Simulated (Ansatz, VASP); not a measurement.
**Se in VASP and in Ansatz**

File INCAR:

```
PREC = Accurate
ENCUT = 520
EDIFF = 1E-8
ISMEAR = -1
SIGMA = 0.01
LREAL = False
LASPH = True
NELM = 80
ALGO = Normal
ISIF = 2
LWAVE = False
LCHARG = False
GGA = PE
LEFG = True
NBANDS = 27
```

Contents of KPOINTS:

```
regular mesh
0
Gamma
  6 6 6
```

File POSCAR:

```
Se
1.0
    5.6809998619      3.2799267995      1.4320401000
   -5.6809998619      3.2799267995      1.4320401000
    0.0000000000     -6.5598535991      1.4320401000
Se
6
Direct
    0.2806600000      0.1625100000      0.9181800000
    0.9181800000      0.2806600000      0.1625100000
    0.1625100000      0.9181800000      0.2806600000
    0.7193400000      0.8374900000      0.0818200000
    0.0818200000      0.7193400000      0.8374900000
    0.8374900000      0.0818200000      0.7193400000
```

Input for Ansatz:

```yaml
crystal:
  lattice:
    - [5.6809998619, 3.2799267995, 1.4320401]
    - [-5.6809998619, 3.2799267995, 1.4320401]
    - [0.0, -6.5598535991, 1.4320401]
  atoms:
    - { symbol: Se, position: [0.28066, 0.16251, 0.91818] }
    - { symbol: Se, position: [0.91818, 0.28066, 0.16251] }
    - { symbol: Se, position: [0.16251, 0.91818, 0.28066] }
    - { symbol: Se, position: [0.71934, 0.83749, 0.08182] }
    - { symbol: Se, position: [0.08182, 0.71934, 0.83749] }
    - { symbol: Se, position: [0.83749, 0.08182, 0.71934] }
kpoints:
  mp_grid: { grid: [6, 6, 6] }
scf:
  occupations: { method: fermi_dirac, width: 0.01 }
hamiltonian:
  xc: pbe
  pseudopotentials: { kind: paw }
output:
  forces: true
  stress: true
  eigenvalues: true
  efg: { contact_densities: true }
```

Change from the starting cell: zz strain of -3 %, PAW files.

Alike in both runs: task electric field gradients; functional PBE; k mesh 6 × 6 × 6; occupations fermi-dirac, width 0.01 eV; no spin polarisation.

|  | VASP | Ansatz |
| --- | --- | --- |
| version | VASP 6.6.1 | Ansatz 0.2.0 |
| potentials or method | VASP PAW PBE potentials, release 64 (Se) | PAW with Ansatz's default frozen-core files, scalar-relativistic |
| plane-wave cutoff (eV) | 520 | 420 |
| valence electrons in the cell | 36 | 96 |

Ansatz gave:

* gap on the k mesh at the Fermi level (eV): 1.06
* pressure (GPa): 3.9
* traceless stress, the component that is largest in VASP (GPa): -0.28
* rms of the force components (eV/Å): 0.395
* size of Vzz on the site where it differs most (V/Å²): 570.0

Q: Estimate VASP's values.

A: gap on the k mesh at the Fermi level (eV): 1.06; pressure (GPa): 4.0; traceless stress, the component that is largest in VASP (GPa): -0.34; rms of the force components (eV/Å): 0.418; size of Vzz on the site where it differs most (V/Å²): 550.7.

Atom by atom the forces differ by 0.023 eV/Å (rms over components). VASP's potentials hold 36 valence electrons a cell and Ansatz's 96, so a difference there can come from the potentials and not from the codes.
